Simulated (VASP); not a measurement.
Ta:

```xyz
1
Lattice="-1.6513 1.6513 1.6513 1.6513 -1.6513 1.6513 1.6513 1.6513 -1.6513" Properties=species:S:1:pos:R:3 pbc="T T T"
Ta    0.0000    0.0000    0.0000
```

- Program: VASP 6.6.1
- Task: relaxation of volume and atoms at fixed shape
- Functional: PBEsol
- Potentials or basis: VASP PAW PBE potentials, release 64 (Ta_pv)
- Cutoff: 600 eV
- k mesh: 9 × 9 × 9
- Occupations: fermi-dirac, width 0.05 eV
- Spin: no spin polarisation

At the start: pressure -3.7 GPa; volume 18.01 Å³/atom.

How do energy, volume and symmetry change on relaxing?

Over 3 steps the energy falls by 4.1 meV/atom and the volume is 17.66 Å³/atom (-2.0 %); space group Im-3m (No. 229, to 0.05 Å).

The path:
```csv
step,energy change (eV),largest force (eV/Å),pressure (GPa),volume (Å³)
1,0.0000,0.0000,-3.67,18.01
2,0.0137,0.0000,8.56,16.96
3,-0.0041,0.0000,-0.06,17.66
```

Final structure:
```
CELL_PARAMETERS angstrom
-1.64047 1.64047 1.64047
1.64047 -1.64047 1.64047
1.64047 1.64047 -1.64047
ATOMIC_POSITIONS crystal
Ta 0.00000 0.00000 0.00000
```

Caveat: the PAW data sets were made with another functional, which shifts forces and pressure a little.
